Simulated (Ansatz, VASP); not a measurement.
# One calculation of SiGeW3, two programs

The input INCAR:

```
SYSTEM = SiGeW3
ALGO = Normal ; EDIFF = 1E-7
ENCUT = 520 ; GGA = PE
ISIF = 2 ; ISMEAR = 0
LASPH = .True. ; LCHARG = .False.
LREAL = .False. ; LWAVE = .False.
NBANDS = 38 ; NELM = 100
PREC = Accurate ; SIGMA = 0.1
```

Contents of KPOINTS:

```
k-points
0
Gamma
  4 4 4
  0 0 0
```

The input POSCAR:

```
SiGeW3
1.0
    4.2041349700      0.0000000000      0.0000000000
    0.0000000000      4.2041349700      0.0000000000
    0.0000000000      0.0000000000      5.7819651700
Si Ge W
1 1 3
Direct
    0.5000000000      0.5000000000      0.0000000000
    0.0000000000      0.0000000000      0.5000000000
    0.0000000000      0.0000000000      0.8081427500
    0.0000000000      0.0000000000      0.1918572500
    0.5000000000      0.5000000000      0.5000000000
```

Input for Ansatz:

```yaml
crystal:
  lattice:
    - [4.20413497, 0.0, 0.0]
    - [0.0, 4.20413497, 0.0]
    - [0.0, 0.0, 5.78196517]
  atoms:
    - { symbol: Si, position: [0.5, 0.5, 0.0] }
    - { symbol: Ge, position: [0.0, 0.0, 0.5] }
    - { symbol: W, position: [0.0, 0.0, 0.80814275] }
    - { symbol: W, position: [0.0, 0.0, 0.19185725] }
    - { symbol: W, position: [0.5, 0.5, 0.5] }
basis:
  ecutwfc: 420
kpoints:
  mp_grid: { grid: [4, 4, 4] }
hamiltonian:
  xc: pbe
scf:
  occupations: { method: gaussian, width: 0.1 }
  lower_state_search: "off"
output:
  forces: true
  stress: true
  eigenvalues: true
```

Alike in both runs: task single point; functional PBE; k mesh 4 × 4 × 4; occupations gaussian, width 0.1 eV; no spin polarisation.

|  | VASP | Ansatz |
| --- | --- | --- |
| version | VASP 6.6.1 | Ansatz 0.2.0 |
| potentials or method | VASP PAW PBE potentials, release 64 (Si, Ge_d, W_sv), cutoff 520 eV | scalar-relativistic, plane waves, PAW |
| valence electrons in the cell | 60 | 60 |

Ansatz gave:

| Item | Value |
| --- | --- |
| gap on the k mesh at the Fermi level (eV) | none |
| rms of the force components (eV/Å) | 10.273 |

Task: Estimate VASP's values.

Result: gap on the k mesh at the Fermi level (eV): none; rms of the force components (eV/Å): 10.438.

Atom by atom the forces differ by 0.165 eV/Å (rms over components). A gap of «none» marks a metal or a gap that the smearing closes. The functional is the same, so the differences come from potentials, cutoffs and numerics.

The k mesh is coarse, so the values compare programs but aren't converged. Spin-orbit coupling is off throughout.
